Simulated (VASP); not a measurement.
Wanted: the native input for a VASP 6.6.1 run.

```
Task                   : single point
Functional             : LDA
Potentials or basis    : VASP PAW LDA potentials, release 64 (B, P)
Cutoff                 : 500 eV
k mesh                 : 4 × 4 × 4
Occupations            : gaussian, width 0.01 eV
Spin                   : no spin polarisation
Dipole correction      : no
Further INCAR settings : ALGO = Normal; EDIFF = 1e-06; NBANDS = 11
```

The structure of BP lies in POSCAR:

```
BP
1.0
    0.0000000000      2.2683155501      2.2683155501
    2.2683155501      0.0000000000      2.2683155501
    2.2683155501      2.2683155501      0.0000000000
B P
1 1
Direct
    0.0000000000      0.0000000000      0.0000000000
    0.2500000000      0.2500000000      0.2500000000
```

The input as run:

INCAR

```
SYSTEM = BP
ALGO = Normal
EDIFF = 1E-6
ENCUT = 500
GGA_COMPAT = .False.
ISIF = 2
ISMEAR = 0
LASPH = .True.
LCHARG = .False.
LREAL = .False.
LWAVE = .False.
NBANDS = 11
NELM = 120
PREC = Accurate
SIGMA = 0.01
```

KPOINTS

```
k-points
0
Gamma
  4 4 4
  0 0 0
```

Potentials or basis: VASP PAW LDA potentials, release 64 (B, P).

Command:

```bash
$ cat potpaw_LDA.64/B/POTCAR potpaw_LDA.64/P/POTCAR > POTCAR
$ mpirun -np 1 vasp_std > vasp.out
```

It gave:

```json
{"Pressure": "-4.1 GPa", "Band gap on the k mesh": "1.27 eV, indirect (least direct gap 3.36 eV)"}
```

Caveat: the k points lie up to 0.60 Å⁻¹ apart.

Wall time 1.5 s on 1 thread of AMD EPYC 9R45 96-Core Processor (Zen 5) (shared host), peak memory 0.09 GiB.
